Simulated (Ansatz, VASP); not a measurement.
## InSe in VASP and in Ansatz

```xyz
4
Lattice="5.5224 -2.1786 -0.0053 5.5224 2.1786 -0.0053 -1.5088 0.0000 4.2721" Properties=species:S:1:pos:R:3 pbc="T T T"
In    9.7397    0.0000    0.1147
In   -0.2037    0.0000    4.1468
Se    6.2695    0.0000    2.7165
Se    3.2666    0.0000    1.5450
```

Change from the starting cell: strain -0.0600 x Voigt [1, -1, 0, 0, 0, 0], atoms carried along.

Alike in both runs: task single point; functional PBEsol; k mesh 8 × 8 × 6; occupations gaussian, width 0.05 eV; no spin polarisation.

|  | VASP | Ansatz |
| --- | --- | --- |
| version | VASP 6.6.1 | Ansatz 0.2.0 |
| potentials or method | VASP PAW PBE potentials, release 64 (In_d, Se), cutoff 520 eV | scalar-relativistic, plane waves, PAW |
| valence electrons in the cell | 38 | 58 |

Ansatz gave:

| Item | Value |
| --- | --- |
| gap on the k mesh at the Fermi level (eV) | 0.39 |
| least direct gap on the mesh (eV) | 0.75 |
| pressure (GPa) | 1.5 |
| traceless stress, the component that is largest in VASP (GPa) | 6.65 |
| rms of the force components (eV/Å) | 0.383 |

Task: What did VASP give for the same quantities?

Result: gap on the k mesh at the Fermi level (eV): 0.39; least direct gap on the mesh (eV): 0.75; pressure (GPa): 1.6; traceless stress, the component that is largest in VASP (GPa): 6.65; rms of the force components (eV/Å): 0.377.

VASP's potentials were made for PBE, not for PBEsol. Atom by atom the forces differ by 0.010 eV/Å (rms over components). VASP's potentials hold 38 valence electrons a cell and Ansatz's 58, so a difference there can come from the potentials and not from the codes.
